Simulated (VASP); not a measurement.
SiC (Moissanite):

```xyz
4
Lattice="3.1363 0.0000 0.0000 -1.5682 2.7161 0.0000 0.0000 0.0000 5.1470" Properties=species:S:1:pos:R:3 pbc="T T T"
Si    1.5682    0.9054    2.5735
Si    0.0000    1.8108    0.0000
C     1.5682    0.9054    4.5551
C     0.0000    1.8108    1.9816
```

Base run:

* Program: VASP 6.6.1
* Functional: PBEsol
* Dispersion: D3(BJ)
* Potentials or basis: VASP PAW PBE potentials, release 64 (Si, C)
* Cutoff: 520 eV
* k mesh: 10 × 10 × 5
* Occupations: fermi-dirac, width 0.05 eV
* Spin: no spin polarisation

Its results: band gap on the k mesh 2.37 eV, indirect (least direct gap 3.84 eV); pressure -14.4 GPa; largest force 0.662 eV/Å.

Task: The run is repeated on the same cell with these changes: functional from PBEsol to r2SCAN. What comes out?

Result: Band gap on the k mesh 2.89 eV, indirect (least direct gap 4.45 eV); pressure -13.8 GPa; largest force 0.684 eV/Å.

r2SCAN gives the wider gap, since meta-GGAs in the generalised Kohn-Sham scheme recover part of the derivative discontinuity.

Caveats: the PAW data sets were made with another functional, which shifts forces and pressure a little.

A k mesh can miss the band edges.
